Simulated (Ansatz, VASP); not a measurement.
## HfO2: VASP beside Ansatz

File INCAR:

```
ALGO     = Normal         # electronic algorithm
EDIFF    = 1E-7           # SCF threshold, eV
ENCUT    = 520            # plane-wave cutoff, eV
GGA      = CA             # functional
ISIF     = 2              # what is computed and relaxed
ISMEAR   = -1             # smearing method
LASPH    = True           # aspherical terms in the spheres
LCHARG   = False          # write CHGCAR
LREAL    = False          # projectors in reciprocal space
LWAVE    = False          # write WAVECAR
NBANDS   = 18             # bands
NELM     = 60             # most SCF steps
PREC     = Accurate       # precision mode
SIGMA    = 0.01           # smearing width, eV
```

KPOINTS

```
k-points
0
Gamma
  9 9 9
```

The input POSCAR:

```
HfO2
1.0
    0.0000000000      2.5659967402      2.5659967402
    2.5659967402      0.0000000000      2.5659967402
    2.5659967402      2.5659967402      0.0000000000
Hf O
1 2
Direct
    0.0000000000      0.0000000000      0.0000000000
    0.2500000000      0.2500000000      0.2500000000
    0.7500000000      0.7500000000      0.7500000000
```

Input for Ansatz:

```yaml
crystal:
  lattice:
    - [0.0, 2.5659967402, 2.5659967402]
    - [2.5659967402, 0.0, 2.5659967402]
    - [2.5659967402, 2.5659967402, 0.0]
  atoms:
    - { symbol: Hf, position: [0.0, 0.0, 0.0] }
    - { symbol: O, position: [0.25, 0.25, 0.25] }
    - { symbol: O, position: [0.75, 0.75, 0.75] }
kpoints:
  mp_grid: { grid: [9, 9, 9] }
  band_path:
    path:
      - [0.0, 0.0, 0.0]
      - [0.5, 0.0, 0.5]
      - [0.625, 0.25, 0.625]
      - [0.375, 0.375, 0.75]
      - [0.0, 0.0, 0.0]
      - [0.5, 0.5, 0.5]
      - [0.5, 0.25, 0.75]
      - [0.5, 0.0, 0.5]
    npoints: 5
scf:
  occupations: { method: fermi_dirac, width: 0.01 }
hamiltonian:
  xc: lda
  pseudopotentials: { kind: all_electron, lapw: { basis_error: 0.001 } }
output:
  forces: true
  stress: true
  eigenvalues: true
```

Change from the starting cell: volume scaled by 1.01.

Alike in both runs: task single point; functional LDA; k mesh 9 × 9 × 9; occupations fermi-dirac, width 0.01 eV; no spin polarisation.

|  | VASP | Ansatz |
| --- | --- | --- |
| version | VASP 6.6.1 | Ansatz 0.2.0 |
| potentials or method | VASP PAW LDA potentials, release 64 (Hf_pv, O), cutoff 520 eV | all-electron LAPW, scalar-relativistic |

Ansatz gave:

| Property | Result |
| --- | --- |
| gap on the k mesh at the Fermi level (eV) | 3.58 |
| pressure (GPa) | -18.5 |

Q: What did VASP give for the same quantities?

A: gap on the k mesh at the Fermi level (eV): 3.60; pressure (GPa): -21.3.

LDA's correlation is that of Perdew and Zunger in VASP and of Perdew and Wang (1992) in Ansatz. Ansatz ran all-electron here, and VASP with PAW potentials.

Spin-orbit coupling is off throughout.
